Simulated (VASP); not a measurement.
# Cr (Pm-3m) in VASP: notebook

Cr is run at these levels: PBEsol; tasks: relaxation of cell and atoms.

Everything below comes from runs of VASP 6.6.1. Logs are shortened: lines on timing, memory, paths and dates and some standing lists are left out, and cuts for length are marked.

**1. The cell of the first run**

It takes space group Pm-3m (No. 221, cubic). The conventional cell has a = 2.360 Å, b = 2.360 Å, c = 2.360 Å, α = 90.00°, β = 90.00°, γ = 90.00°. Within 3.1 Å of Cr (site symmetry m-3m) lie 6 Cr at 2.36 Å.

**2. Relaxation of cell and atoms, PBEsol, collinear spin, ferromagnetic start, target pressure 20 GPa, at which the enthalpy is minimised**

INCAR

```
PREC     = Accurate       # precision mode
ENCUT    = 600            # plane-wave cutoff, eV
EDIFF    = 1E-6           # SCF threshold, eV
ISMEAR   = -1             # smearing method
SIGMA    = 0.05           # smearing width, eV
LREAL    = F              # projectors in reciprocal space
LASPH    = T              # aspherical terms in the spheres
NELM     = 150            # most SCF steps
ALGO     = Normal         # electronic algorithm
ISIF     = 3              # what is computed and relaxed
LWAVE    = F              # write WAVECAR
LCHARG   = F              # write CHGCAR
ISPIN    = 2              # spin polarisation
MAGMOM   = 3              # initial moments
LORBIT   = 11             # projections on sites
LMAXMIX  = 4              # l up to which the mixer works
GGA      = PS             # functional
IBRION   = 2              # ionic algorithm
NSW      = 60             # ionic steps
EDIFFG   = -0.01          # ionic threshold
PSTRESS  = 200.0
```

KPOINTS

```
Automatic mesh
0
Gamma
  9 9 9
```

POSCAR

```
Cr
1.0
    2.3600000000      0.0000000000      0.0000000000
    0.0000000000      2.3600000000      0.0000000000
    0.0000000000      0.0000000000      2.3600000000
Cr
1
Direct
    0.0000000000      0.0000000000      0.0000000000
```

Potentials or basis: VASP PAW PBE potentials, release 64 (Cr_pv).

Started as:

```
> cat potpaw_PBE.64/Cr_pv/POTCAR > POTCAR
> mpirun -np 1 vasp_std > vasp.out
```

OUTCAR:

```text
PREC = Accurate
   ENCUT = 600
   EDIFF = 1E-6
   ISMEAR = -1
   LREAL = F
   LASPH = T
   NELM = 150
   ISIF = 3
   ISPIN = 2
   LORBIT = 11
   GGA = PS
   IBRION = 2
   NSW = 60
   EDIFFG = -0.01
   PSTRESS = 200.0

 ion  position               nearest neighbor table
   1  0.000  0.000  0.000-

  LATTYP: Found a simple cubic cell.
 ALAT       =     2.3600000000

  Lattice vectors:

 A1 = (   2.3600000000,   0.0000000000,   0.0000000000)
 A2 = (   0.0000000000,   2.3600000000,   0.0000000000)
 A3 = (   0.0000000000,   0.0000000000,   2.3600000000)

Analysis of symmetry for initial positions (statically):
=====================================================================
 Subroutine PRICEL returns:
 Original cell was already a primitive cell.

 Routine SETGRP: Setting up the symmetry group for a
 simple cubic supercell.

 Subroutine GETGRP returns: Found 48 space group operations
[... 9 lines left out ...]

 Routine SETGRP: Setting up the symmetry group for a
 simple cubic supercell.

 Subroutine GETGRP returns: Found 48 space group operations
 (whereof 48 operations were pure point group operations)
 out of a pool of 48 trial point group operations.

The dynamic configuration has the point symmetry O_h .

Analysis of structural, dynamic, and magnetic symmetry:
=====================================================================
 Subroutine PRICEL returns:
 Original cell was already a primitive cell.

 Routine SETGRP: Setting up the symmetry group for a
 simple cubic supercell.

 Subroutine GETGRP returns: Found 48 space group operations
 (whereof 48 operations were pure point group operations)
 out of a pool of 48 trial point group operations.

The overall configuration has the point symmetry O_h .

 Subroutine INISYM returns: Found 48 space group operations
[... 5 lines left out ...]
                                     Primitive cell

  volume of cell :      13.1443

  direct lattice vectors                    reciprocal lattice vectors
     2.360000000  0.000000000  0.000000000     0.423728814  0.000000000  0.000000000
     0.000000000  2.360000000  0.000000000     0.000000000  0.423728814  0.000000000
     0.000000000  0.000000000  2.360000000     0.000000000  0.000000000  0.423728814

  length of vectors
     2.360000000  2.360000000  2.360000000     0.423728814  0.423728814  0.423728814

  position of ions in fractional coordinates (direct lattice)
     0.000000000  0.000000000  0.000000000

  ion indices of the primitive-cell ions
   primitive index   ion index
                 1           1

----------------------------------------------------------------------------------------

 KPOINTS: Automatic mesh

Automatic generation of k-mesh.
 Grid dimensions read from file:
 generate k-points for:    9    9    9

 Generating k-lattice:

  Cartesian coordinates                     Fractional coordinates (reciprocal lattice)
     0.047080979  0.000000000  0.000000000     0.111111111  0.000000000  0.000000000
     0.000000000  0.047080979  0.000000000     0.000000000  0.111111111  0.000000000
     0.000000000  0.000000000  0.047080979     0.000000000  0.000000000  0.111111111

  Length of vectors
     0.047080979  0.047080979  0.047080979

  Shift w.r.t. Gamma in fractional coordinates (k-lattice)
     0.000000000  0.000000000  0.000000000

 Subroutine IBZKPT returns following result:
 ===========================================

 Found     35 irreducible k-points:

 Following reciprocal coordinates:
            Coordinates               Weight
  0.000000  0.000000  0.000000      1.000000
  0.111111  0.000000  0.000000      6.000000
  0.222222  0.000000  0.000000      6.000000
  0.333333  0.000000  0.000000      6.000000
  0.444444  0.000000  0.000000      6.000000
  0.111111  0.111111  0.000000     12.000000
[... 16 lines left out ...]
  0.333333  0.333333  0.111111     24.000000
  0.444444  0.333333  0.111111     48.000000
 [... further k-points ...]
   k-points           NKPTS =     35   k-points in BZ     NKDIM =     35   number of bands    NBANDS=     12
   number of dos      NEDOS =    301   number of ions     NIONS =      1
   total plane-waves  NPLWV =   8000
   dimension x,y,z NGX =    20 NGY =   20 NGZ =   20
   dimension x,y,z NGXF=    40 NGYF=   40 NGZF=   40
   ions per type =               1
   NGX,Y,Z   is equivalent  to a cutoff of  14.09, 14.09, 14.09 a.u.
   NGXF,Y,Z  is equivalent  to a cutoff of  28.18, 28.18, 28.18 a.u.
 SYSTEM =  unknown system
   PREC   = accura    normal or accurate (medium, high low for compatibility)
   ISTART =      0    job   : 0-new  1-cont  2-samecut
   ICHARG =      2    charge: 1-file 2-atom 10-const
   ISPIN  =      2    spin polarized calculation?
   LNONCOLLINEAR =      F non collinear calculations
   LSORBIT =      F    spin-orbit coupling
   LASPH  =      T    aspherical Exc in radial PAW
   ENCUT  =  600.0 eV  44.10 Ry    6.64 a.u.   4.71  4.71  4.71*2*pi/ulx,y,z
   NELM   =    150;   NELMIN=  2; NELMDL= -5     # of ELM steps
   EDIFF  = 0.1E-05   stopping-criterion for ELM
   LREAL  =      F    real-space projection
   EDIFFG = -.1E-01   stopping-criterion for IOM
   NSW    =     60    number of steps for IOM
   IBRION =      2    ionic relax: 0-MD 1-quasi-New 2-CG
   NFREE  =      1    steps in history (QN), initial steepest desc. (CG)
   ISIF   =      3    stress and relaxation
   ISYM   =      2    0-nonsym 1-usesym 2-fastsym
   POTIM  = 0.5000    time-step for ionic-motion
   TEBEG  =    0.0;   TEEND  =   0.0 temperature during run
   PSTRESS=  200.0 pullay stress
   NELECT =      12.0000    total number of electrons
   NUPDOWN=      -1.0000    fix difference up-down
   EMIN   =  10.00;   EMAX   =-10.00  energy-range for DOS
   EFERMI =   0.00;   METHOD = LEGACY
   ISMEAR =    -1;   SIGMA  =   0.05  broadening in eV -4-tet -1-fermi 0-gaus
   EFERMI_NEDOS =   21; number of points for ismear=-14 and -15
   IALGO  =     38    algorithm
   IMIX   =      4    mixing-type and parameters
     AMIX     =   0.40;   BMIX     =  1.00
     AMIX_MAG =   1.60;   BMIX_MAG =  1.00
  volume/ion in A,a.u.               =      13.14        88.70
  Fermi-wavevector in a.u.,A,eV,Ry     =   1.588144  3.001157 34.316638  2.522202
  Thomas-Fermi vector in A             =   2.687193
   LORBIT       =     11    0 simple, 1 ext, 2 COOP (PROOUT), +10 PAW based schemes
   GGA     = PS    functional components
   LHFCALC =     F    Hartree Fock is set to
   AEXX    =    0.0000 exact exchange contribution
   IVDW    =     0    specifies the selected vdW correction
   LEPSILON=     F    determine dielectric tensor
   LRPA    =     F    only Hartree local field effects (RPA)
 conjugate gradient relaxation of ions
 spin polarized calculation
  energy-cutoff  :      600.00
  volume of cell :       13.14
 maximum number of plane-waves:       461
 NGX is ok and might be reduce to    20
   NGX =  9   NGY =  9   NGZ =  9

--------------------------------------- Ionic step        1  -------------------------------------------

 number of electron      12.0000000 magnetization       0.0019366

 number of electron      12.0000000 magnetization      -0.0007370

 Free energy of the ion-electron system (eV)
  ---------------------------------------------------
  ext. energy  EPLUGINS =         0.00000000
  ---------------------------------------------------
  free energy    TOTEN  =        -9.14654298 eV

  energy without entropy =       -9.12938285  energy(sigma->0) =       -9.13796291

 E-fermi :   9.2397     XC(G=0): -12.9692

 val. band max:        9.1141825598   @ k =   0.4444   0.2222   0.1111
 cond. band min:       9.2432936019   @ k =   0.4444   0.3333   0.1111
 fundamental gap:      0.1291110422
 Fermi energy:         9.2397307837

 spin component 1

 k-point     1 :       0.0000    0.0000    0.0000
  band No.  band energies     occupation
      1     -33.2442      1.00000
      2     -33.2442      1.00000
      3     -33.2442      1.00000
      4       1.8891      1.00000
      5       6.1103      1.00000
      6       6.1103      1.00000
      7      11.5320      0.00000
      8      11.5320      0.00000
      9      11.5320      0.00000
     10      16.6566      0.00000
     11      28.3748      0.00000
     12      28.3748      0.00000

 k-point     2 :       0.1111    0.0000    0.0000
  band No.  band energies     occupation
      1     -33.3611      1.00000
      2     -33.2342      1.00000
      3     -33.2342      1.00000
      4       2.2701      1.00000
      5       6.1913      1.00000
      6       6.3796      1.00000
      7      11.2794      0.00000
      8      11.2795      0.00000
      9      11.5517      0.00000
     10      16.6566      0.00000
[... 841 lines left out ...]
  FREE ENERGIE OF THE ION-ELECTRON SYSTEM (eV)
  ---------------------------------------------------
  free  energy   TOTEN  =        -9.1313392219 eV

  energy  without entropy=       -9.1201499245  energy(sigma->0) =       -9.12574457

  enthalpy is  TOTEN    =        -7.7125876085 eV   P V=        1.4187516133

--------------------------------------- Ionic step        5  -------------------------------------------

 number of electron      11.9999994 magnetization      -0.0000000

 number of electron      11.9999994 magnetization       0.0000000

 Free energy of the ion-electron system (eV)
  ---------------------------------------------------
  ext. energy  EPLUGINS =         0.00000000
  ---------------------------------------------------
  free energy    TOTEN  =        -9.12720003 eV

  energy without entropy =       -9.11611790  energy(sigma->0) =       -9.12165897

 E-fermi :  11.2430     XC(G=0): -13.8156

 val. band max:       11.2230408630   @ k =   0.4444   0.3333   0.1111
 cond. band min:      11.3678453026   @ k =   0.3333   0.3333   0.2222
 fundamental gap:      0.1448044396
 Fermi energy:        11.2430290355

 spin component 1

 k-point     1 :       0.0000    0.0000    0.0000
  band No.  band energies     occupation
      1     -31.0289      1.00000
      2     -31.0289      1.00000
      3     -31.0289      1.00000
      4       3.3765      1.00000
      5       7.4673      1.00000
      6       7.4673      1.00000
      7      14.0680      0.00000
      8      14.0680      0.00000
      9      14.0681      0.00000
     10      18.7904      0.00000
     11      32.3157      0.00000
     12      32.3157      0.00000

 k-point     2 :       0.1111    0.0000    0.0000
  band No.  band energies     occupation
      1     -31.2116      1.00000
      2     -31.0132      1.00000
      3     -31.0132      1.00000
      4       3.8071      1.00000
      5       7.5655      1.00000
      6       7.8152      1.00000
      7      13.7494      0.00000
      8      13.7494      0.00000
      9      14.0928      0.00000
     10      18.7904      0.00000
[... 718 lines left out ...]
 POSITION                                       TOTAL-FORCE (eV/Angst)
 -----------------------------------------------------------------------------------
      0.00000      0.00000      0.00000        -0.000000     -0.000000      0.000000
 -----------------------------------------------------------------------------------
    total drift:                                0.000000      0.000000      0.000000

  FREE ENERGIE OF THE ION-ELECTRON SYSTEM (eV)
  ---------------------------------------------------
  free  energy   TOTEN  =        -9.1272000346 eV

  energy  without entropy=       -9.1161179004  energy(sigma->0) =       -9.12165897

  enthalpy is  TOTEN    =        -7.7126717522 eV   P V=        1.4145282824

 reached required accuracy - stopping structural energy minimisation

 total charge

# of ion       s       p       d       tot
------------------------------------------
    1        0.467   6.357   4.512  11.337

 magnetization (x)

# of ion       s       p       d       tot
------------------------------------------
    1        0.000  -0.000   0.000   0.000
```

Wall time 22 s (1 thread of Intel Xeon 6975P-C (Granite Rapids), shared host); peak memory 0.14 GiB.

What came out:

- Free energy: -9.1272 eV
- Relaxed volume: 11.33 Å³/atom
- Relaxed cell: a = 2.246 Å, b = 2.246 Å, c = 2.246 Å, α = 90.00°, β = 90.00°, γ = 90.00°
- Space group after relaxing (to 0.05 Å): Pm-3m (No. 221)
- Energy change on relaxing (the enthalpy is what falls): +19.3 meV/atom
- Ionic steps: 5
- Pressure after relaxing: 20.0 GPa
- Band gap on the k mesh: zero (filled and empty bands overlap)
- Net moment: 0.00 μB per cell
- Valence electrons inside the program's atomic spheres: Cr 11.34

Step by step:
```
step  energy change (eV)  largest force (eV/Å)  pressure (GPa)  volume (Å³)
   1              0.0000                0.0000          -12.42        13.14
   2              1.2111                0.0000          152.08         8.71
   3              0.0038                0.0000           16.48        11.47
   4              0.0152                0.0000           19.18        11.37
   5              0.0193                0.0000           20.03        11.33
```

Final structure:
```yaml
crystal:
  lattice:
    - [2.24611, 0.00000, 0.00000]
    - [0.00000, 2.24611, 0.00000]
    - [0.00000, 0.00000, 2.24611]
  atoms:
    - { symbol: Cr, position: [0.00000, 0.00000, 0.00000] }
```

Levels at points of the mesh, in eV from the Fermi level:
Spin up:
```
           k point  band 2  band 3  band 4  band 5  band 6  band 7  band 8  band 9  band 10  band 11
(0.00, 0.00, 0.00)  -42.27  -42.27   -7.87   -3.78   -3.78    2.82    2.82    2.83     7.55    21.07
```
Spin down:
```
           k point  band 3  band 4  band 5  band 6  band 7  band 8  band 9  band 10
(0.00, 0.00, 0.00)  -42.27   -7.87   -3.78   -3.78    2.82    2.82    2.83     7.55
```

Caveat: the starting moments collapsed, and a magnetic state may lie lower; the cell is relaxed towards a set pressure, so the enthalpy falls and the energy may rise; the PAW data sets were made with another functional, which shifts forces and pressure a little.

**3. Relaxation of cell and atoms, PBEsol, collinear spin, ferromagnetic start, target pressure 30 GPa, at which the enthalpy is minimised**

INCAR

```
ALGO = Normal
EDIFF = 1E-6
EDIFFG = -0.01
ENCUT = 600
GGA = PS
IBRION = 2
ISIF = 3
ISMEAR = -1
ISPIN = 2
LASPH = True
LCHARG = False
LMAXMIX = 4
LORBIT = 11
LREAL = False
LWAVE = False
MAGMOM = 3
NELM = 150
NSW = 60
PREC = Accurate
PSTRESS = 300.0
SIGMA = 0.05
```

KPOINTS

```
k-points
0
Gamma
  9 9 9
```

POSCAR is that of step 2.

Potentials or basis: VASP PAW PBE potentials, release 64 (Cr_pv).

Started as:

```
> cat potpaw_PBE.64/Cr_pv/POTCAR > POTCAR
> mpirun -np 1 vasp_std > vasp.out
```

It took 23 s on 1 thread of Intel Xeon 6975P-C (Granite Rapids), shared host; peak memory 0.14 GiB.

The run converged. Its results:

```
Free energy                                            : -9.0718 eV
Relaxed volume                                         : 10.98 Å³/atom
Relaxed cell                                           : a = 2.222 Å, b = 2.222 Å, c = 2.222 Å, α = 90.00°, β = 90.00°, γ = 90.00°
Space group after relaxing (to 0.05 Å)                 : Pm-3m (No. 221)
Energy change on relaxing (the enthalpy is what falls) : +74.8 meV/atom
Ionic steps                                            : 5
Pressure after relaxing                                : 30.0 GPa
Band gap on the k mesh                                 : zero (filled and empty bands overlap)
Net moment                                             : 0.00 μB per cell
Valence electrons inside the program's atomic spheres  : Cr 11.41
```

Step by step:
```tsv
step	energy change (eV)	largest force (eV/Å)	pressure (GPa)	volume (Å³)
1	0.0000	0.0000	-12.42	13.14
2	2.7240	0.0000	288.66	7.57
3	0.0338	0.0000	22.95	11.22
4	0.0589	0.0000	27.41	11.06
5	0.0748	0.0000	30.04	10.98
```

Final structure:
```yaml
crystal:
  lattice:
    - [2.22230, 0.00000, 0.00000]
    - [0.00000, 2.22230, 0.00000]
    - [0.00000, 0.00000, 2.22230]
  atoms:
    - { symbol: Cr, position: [0.00000, 0.00000, 0.00000] }
```

Levels at points of the mesh, in eV from the Fermi level:
Spin up:
| k point | band 4 | band 5 | band 6 | band 7 | band 8 | band 9 |
| --- | --- | --- | --- | --- | --- | --- |
| (0.00, 0.00, 0.00) | -7.96 | -3.93 | -3.93 | 2.96 | 2.96 | 2.96 |
Spin down:
| k point | band 2 | band 3 | band 4 | band 5 | band 6 | band 7 | band 8 | band 9 | band 10 | band 11 |
| --- | --- | --- | --- | --- | --- | --- | --- | --- | --- | --- |
| (0.00, 0.00, 0.00) | -42.21 | -42.21 | -7.96 | -3.93 | -3.93 | 2.96 | 2.96 | 2.96 | 7.58 | 21.52 |

Caveat: the starting moments collapsed, and a magnetic state may lie lower; the cell is relaxed towards a set pressure, so the enthalpy falls and the energy may rise; the volume moved by over 15 % at a fixed basis, so the end points are rough; the PAW data sets were made with another functional, which shifts forces and pressure a little.
